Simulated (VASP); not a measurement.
TiTe2, 3 atoms in the cell. It takes space group Fm-3m (No. 225, cubic). The conventional cell has a = 6.880 Å, b = 6.880 Å, c = 6.880 Å, α = 90.00°, β = 90.00°, γ = 90.00°. Ti (site symmetry m-3m) has 8 Te at 2.98 Å within 3.9 Å. Within 3.9 Å of Te (site symmetry -43m) lie 4 Ti at 2.98 Å and 6 Te at 3.44 Å. 

| Item | Value |
| --- | --- |
| Program | VASP 6.6.1 |
| Task | single point |
| Functional | r2SCAN |
| Potentials or basis | VASP PAW PBE potentials, release 64 (Ti_sv, Te) |
| Cutoff | 520 eV |
| k mesh | 6 × 6 × 6 |
| Occupations | fermi-dirac, width 0.02 eV |
| Spin | no spin polarisation |
| Dipole correction | no |
| Further INCAR settings | ALGO = Normal; EDIFF = 1e-07; NBANDS = 19 |

Potentials or basis: VASP PAW PBE potentials, release 64 (Ti_sv, Te).

Launch:

```bash
$ cat potpaw_PBE.64/Ti_sv/POTCAR potpaw_PBE.64/Te/POTCAR > POTCAR
$ cp INCAR.step1 INCAR
$ mpirun -np 1 vasp_std > vasp.out
$ cp INCAR.step2 INCAR
$ mpirun -np 1 vasp_std > vasp.out
```

Hardware: 1 thread of Intel(R) Xeon(R) 6975P-C (Granite Rapids) (shared host).

How long does it take, and how much memory?

Run time: 54 s on 1 thread of Intel(R) Xeon(R) 6975P-C (Granite Rapids), with other jobs on the host, peak memory 0.22 GiB. Counts: k points 16.
